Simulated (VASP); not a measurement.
# GaN (I4/mmm) in VASP: notebook, part 2 of 3

VASP 6.6.1. The steps go on from the part before.

**3. Electric field gradients, PBEsol (zz strain of -3 %)**

Contents of INCAR:

```
PREC = Accurate ; ENCUT = 520
EDIFF = 1E-8 ; ISMEAR = -1
SIGMA = 0.02 ; LREAL = False
LASPH = True ; NELM = 80
ALGO = Normal ; ISIF = 2
LWAVE = False ; LCHARG = False
GGA = PS ; LEFG = True
NBANDS = 16
```

Contents of KPOINTS:

```
regular mesh
0
Gamma
  13 13 13
```

Contents of POSCAR:

```
GaN
1.0
    0.0000000000      1.9925000000      1.9327250000
    1.9925000000      0.0000000000      1.9327250000
    1.9925000000      1.9925000000      0.0000000000
Ga N
1 1
Direct
    0.5000000000      0.5000000000      0.5000000000
    0.0000000000      0.0000000000      0.0000000000
```

Potentials or basis: VASP PAW PBE potentials, release 64 (Ga_d, N).

Started as:

```sh
> cat potpaw_PBE.64/Ga_d/POTCAR potpaw_PBE.64/N/POTCAR > POTCAR
> mpirun -np 1 vasp_std > vasp.out
```

OUTCAR:

```text
PREC = Accurate
   ENCUT = 520
   EDIFF = 1E-8
   ISMEAR = -1
   LREAL = False
   LASPH = True
   NELM = 80
   ISIF = 2
   GGA = PS

 ion  position               nearest neighbor table
   1  0.500  0.500  0.500-   2 1.93   2 1.93   2 1.99   2 1.99   2 1.99   2 1.99
   2  0.000  0.000  0.000-   1 1.93   1 1.93   1 1.99   1 1.99   1 1.99   1 1.99

  LATTYP: Found a body centered tetragonal cell.
 ALAT       =     2.8178205230
 C/A-ratio  =     1.3717871555

  Lattice vectors:

 A1 = (   0.0000000000,  -1.9925000000,  -1.9327250000)
 A2 = (   0.0000000000,   1.9925000000,  -1.9327250000)
 A3 = (   1.9925000000,   0.0000000000,   1.9327250000)

Analysis of symmetry for initial positions (statically):
=====================================================================
 Subroutine PRICEL returns:
 Original cell was already a primitive cell.

 Routine SETGRP: Setting up the symmetry group for a
 body centered tetragonal supercell.

 Subroutine GETGRP returns: Found 16 space group operations
 (whereof 16 operations were pure point group operations)
 out of a pool of 16 trial point group operations.

The static configuration has the point symmetry D_4h.

Analysis of symmetry for dynamics (positions and initial velocities):
=====================================================================
 Subroutine PRICEL returns:
 Original cell was already a primitive cell.

 Routine SETGRP: Setting up the symmetry group for a
 body centered tetragonal supercell.

 Subroutine GETGRP returns: Found 16 space group operations
 (whereof 16 operations were pure point group operations)
 out of a pool of 16 trial point group operations.

The dynamic configuration has the point symmetry D_4h.

 Subroutine INISYM returns: Found 16 space group operations
[... 151 lines left out ...]

 k-point     1 :       0.0000    0.0000    0.0000
  band No.  band energies     occupation
      1      -9.0112      2.00000
      2      -3.3501      2.00000
      3      -3.3501      2.00000
      4      -3.3095      2.00000
      5      -3.1982      2.00000
      6      -3.1422      2.00000
[... 433 lines left out ...]
      3      -3.5089      2.00000
      4      -3.3815      2.00000
      5      -2.9054      2.00000
      6      -2.6764      2.00000
[... 8 lines left out ...]
     15      34.1557      0.00000
     16      37.2269      0.00000

 [... further k-points ...]
[... 5 lines left out ...]
  --------------------------------------------------------------------------------------
  -------------------------------------------------------------------------------------
  Total        6.6568056      6.6568056      8.3682039      0.0000000      0.0000000      0.0000000
  in kB      694.9918867    694.9918867    873.6673724      0.0000000      0.0000000      0.0000000
  external PRESSURE =     754.5503819 kB  Pullay stress =       0.0000000 kB

 VOLUME and BASIS-vectors are now :
 -----------------------------------------------------------------------------
  energy-cutoff  :      520.00
  volume of cell :       15.35
      direct lattice vectors                 reciprocal lattice vectors
     0.000000000  1.992500000  1.932725000    -0.250941029  0.250941029  0.258702092
     1.992500000  0.000000000  1.932725000     0.250941029 -0.250941029  0.258702092
     1.992500000  1.992500000  0.000000000     0.250941029  0.250941029 -0.258702092

 POSITION                                       TOTAL-FORCE (eV/Angst)
 -----------------------------------------------------------------------------------
      1.99250      1.99250      1.93273         0.000000      0.000000      0.000000
      0.00000      0.00000      0.00000        -0.000000     -0.000000     -0.000000
 -----------------------------------------------------------------------------------
    total drift:                                0.000000     -0.000000      0.000000

  FREE ENERGIE OF THE ION-ELECTRON SYSTEM (eV)
  ---------------------------------------------------
  free  energy   TOTEN  =       -11.5657608821 eV

  energy  without entropy=      -11.5657608821  energy(sigma->0) =      -11.56576088

 Electric field gradients (V/A^2)
---------------------------------------------------------------------
 ion       V_xx      V_yy      V_zz      V_xy      V_xz      V_yz
---------------------------------------------------------------------
   1      16.652    16.652   -33.303    -0.000    -0.003    -0.003
   2      -0.324    -0.324     0.647     0.000     0.000     0.000
---------------------------------------------------------------------

 Electric field gradients after diagonalization (V/A^2)
 (convention: |V_zz| > |V_xx| > |V_yy|)
----------------------------------------------------------------------
 ion       V_xx      V_yy      V_zz     asymmetry (V_yy - V_xx)/ V_zz
----------------------------------------------------------------------
   1      16.652    16.652   -33.303       0.000
   2      -0.324    -0.324     0.647       0.000
----------------------------------------------------------------------

           NMR quadrupolar parameters

 Cq : quadrupolar parameter    Cq=e*Q*V_zz/h
 eta: asymmetry parameters     (V_yy - V_xx)/ V_zz
 Q  : nuclear electric quadrupole moment in mb (millibarn)
----------------------------------------------------------------------
 ion       Cq(MHz)       eta       Q (mb)
----------------------------------------------------------------------
   1      -0.081       0.000       1.000
   2       0.002       0.000       1.000
----------------------------------------------------------------------
```

OSZICAR:

```text
N       E                     dE             d eps       ncg     rms          rms(c)
DAV:   1     0.732394845168E+02    0.73239E+02   -0.87856E+03  6936   0.227E+03
DAV:   2    -0.946272452830E+01   -0.82702E+02   -0.77294E+02  7160   0.331E+02
DAV:   3    -0.134999863516E+02   -0.40373E+01   -0.40224E+01  7160   0.621E+01
DAV:   4    -0.135322645961E+02   -0.32278E-01   -0.32275E-01  7872   0.569E+00
DAV:   5    -0.135325449366E+02   -0.28034E-03   -0.28034E-03  7480   0.504E-01    0.767E+00
DAV:   6    -0.116359489008E+02    0.18966E+01   -0.35373E+00  9288   0.486E+01    0.258E+00
DAV:   7    -0.115916832155E+02    0.44266E-01   -0.31054E-01  7264   0.526E+00    0.165E+00
DAV:   8    -0.115674422584E+02    0.24241E-01   -0.23400E-02  8704   0.281E+00    0.337E-01
DAV:   9    -0.115658150364E+02    0.16272E-02   -0.53852E-03  8440   0.251E+00    0.711E-02
DAV:  10    -0.115657627876E+02    0.52249E-04   -0.31752E-04  7120   0.220E-01    0.261E-02
DAV:  11    -0.115657610413E+02    0.17464E-05   -0.50641E-05  8408   0.107E-01    0.197E-02
DAV:  12    -0.115657608787E+02    0.16254E-06   -0.23568E-06  7016   0.186E-02    0.652E-03
DAV:  13    -0.115657608616E+02    0.17140E-07   -0.10972E-07  8248   0.422E-03    0.289E-03
DAV:  14    -0.115657608752E+02   -0.13613E-07   -0.16239E-08  5808   0.145E-03    0.575E-04
DAV:  15    -0.115657608821E+02   -0.68708E-08   -0.30965E-09  3984   0.501E-04
   1 F= -.11565761E+02 E0= -.11565761E+02  d E =-.101578E-13
```

Run time: 51 s. Hardware: 1 thread of Intel Xeon Platinum 8259CL at 2.50GHz (Skylake/Cascade Lake), shared host; peak memory 0.17 GiB.

What came out:

```
Free energy            : -11.5658 eV
Pressure               : 75.5 GPa
Band gap on the k mesh : 1.75 eV, indirect (least direct gap 5.54 eV)
```

Stress tensor (GPa, compression positive):
```
69.50  0.00  0.00
 0.00 69.50  0.00
 0.00  0.00 87.37
```

Levels at points of the mesh, in eV from the valence-band top:
```tsv
k point	band 6	band 7	band 8	band 9	band 10	band 11	band 12	band 13
(0.00, 0.00, 0.00)	-13.83	-1.06	-0.77	-0.77	4.84	15.79	15.79	16.02
```

Electric field gradients, principal values (V/Å²):
```tsv
atom	least	middle	greatest (by size)
1 Ga	16.652	16.652	-33.303
2 N	-0.324	-0.324	0.647
```

Caveat: the cell differs from its parent crystal (zz strain of -3 %); without QUAD_EFG the Cq values of the log hold for a quadrupole moment of 1 mb, not for the nuclei; the PAW data sets were made with another functional, which shifts forces and pressure a little. A k mesh can miss the band edges.

**4. Electric field gradients, PBEsol (zz strain of -3 %)**

Contents of INCAR:

```
SYSTEM = GaN
ALGO = Normal
EDIFF = 1E-8
ENCUT = 520
GGA = PS
ISIF = 2
ISMEAR = -1
LASPH = .TRUE.
LCHARG = .FALSE.
LEFG = .TRUE.
LREAL = .FALSE.
LWAVE = .FALSE.
NBANDS = 16
NELM = 80
PREC = Accurate
SIGMA = 0.02
```

Contents of KPOINTS:

```
k-points
0
G
  13 13 13
  0 0 0
```

POSCAR is that of step 3.

Potentials or basis: VASP PAW PBE potentials, release 64 (Ga_d, N).

Started as:

```sh
> cat potpaw_PBE.64/Ga_d/POTCAR potpaw_PBE.64/N/POTCAR > POTCAR
> mpirun -np 1 vasp_std > vasp.out
```

OUTCAR:

```text
SYSTEM = GaN
   EDIFF = 1E-8
   ENCUT = 520
   GGA = PS
   ISIF = 2
   ISMEAR = -1
   LASPH = .TRUE.
   LREAL = .FALSE.
   NELM = 80
   PREC = Accurate

 ion  position               nearest neighbor table
   1  0.500  0.500  0.500-   2 1.93   2 1.93   2 1.99   2 1.99   2 1.99   2 1.99
   2  0.000  0.000  0.000-   1 1.93   1 1.93   1 1.99   1 1.99   1 1.99   1 1.99

  LATTYP: Found a body centered tetragonal cell.
 ALAT       =     2.8178205230
 C/A-ratio  =     1.3717871555

  Lattice vectors:

 A1 = (   0.0000000000,  -1.9925000000,  -1.9327250000)
 A2 = (   0.0000000000,   1.9925000000,  -1.9327250000)
 A3 = (   1.9925000000,   0.0000000000,   1.9327250000)

Analysis of symmetry for initial positions (statically):
=====================================================================
 Subroutine PRICEL returns:
 Original cell was already a primitive cell.

 Routine SETGRP: Setting up the symmetry group for a
[... 645 lines left out ...]
  energy-cutoff  :      520.00
  volume of cell :       15.35
      direct lattice vectors                 reciprocal lattice vectors
     0.000000000  1.992500000  1.932725000    -0.250941029  0.250941029  0.258702092
     1.992500000  0.000000000  1.932725000     0.250941029 -0.250941029  0.258702092
     1.992500000  1.992500000  0.000000000     0.250941029  0.250941029 -0.258702092

 POSITION                                       TOTAL-FORCE (eV/Angst)
 -----------------------------------------------------------------------------------
      1.99250      1.99250      1.93273         0.000000      0.000000      0.000000
      0.00000      0.00000      0.00000        -0.000000     -0.000000     -0.000000
 -----------------------------------------------------------------------------------
    total drift:                                0.000000     -0.000000      0.000000

  FREE ENERGIE OF THE ION-ELECTRON SYSTEM (eV)
  ---------------------------------------------------
  free  energy   TOTEN  =       -11.5657608821 eV

  energy  without entropy=      -11.5657608821  energy(sigma->0) =      -11.56576088

 Electric field gradients (V/A^2)
---------------------------------------------------------------------
 ion       V_xx      V_yy      V_zz      V_xy      V_xz      V_yz
---------------------------------------------------------------------
   1      16.652    16.652   -33.303    -0.000    -0.003    -0.003
   2      -0.324    -0.324     0.647     0.000     0.000     0.000
---------------------------------------------------------------------

 Electric field gradients after diagonalization (V/A^2)
 (convention: |V_zz| > |V_xx| > |V_yy|)
----------------------------------------------------------------------
 ion       V_xx      V_yy      V_zz     asymmetry (V_yy - V_xx)/ V_zz
----------------------------------------------------------------------
   1      16.652    16.652   -33.303       0.000
   2      -0.324    -0.324     0.647       0.000
----------------------------------------------------------------------

           NMR quadrupolar parameters

 Cq : quadrupolar parameter    Cq=e*Q*V_zz/h
 eta: asymmetry parameters     (V_yy - V_xx)/ V_zz
 Q  : nuclear electric quadrupole moment in mb (millibarn)
----------------------------------------------------------------------
 ion       Cq(MHz)       eta       Q (mb)
----------------------------------------------------------------------
   1      -0.081       0.000       1.000
   2       0.002       0.000       1.000
----------------------------------------------------------------------
```

It took 56 s on 1 thread of Intel Xeon Platinum 8259CL at 2.50GHz (Skylake/Cascade Lake), shared host; peak memory 0.17 GiB.

Results:

| Quantity | Value |
| --- | --- |
| Free energy | -11.5658 eV |
| Pressure | 75.5 GPa |
| Band gap on the k mesh | 1.75 eV, indirect (least direct gap 5.54 eV) |

Electric field gradients, principal values (V/Å²):
| atom | least | middle | greatest (by size) |
| --- | --- | --- | --- |
| 1 Ga | 16.652 | 16.652 | -33.303 |
| 2 N | -0.324 | -0.324 | 0.647 |

Caveat: the cell differs from its parent crystal (zz strain of -3 %); without QUAD_EFG the Cq values of the log hold for a quadrupole moment of 1 mb, not for the nuclei; the PAW data sets were made with another functional, which shifts forces and pressure a little. A k mesh can miss the band edges.

[end of part 2 of 3]
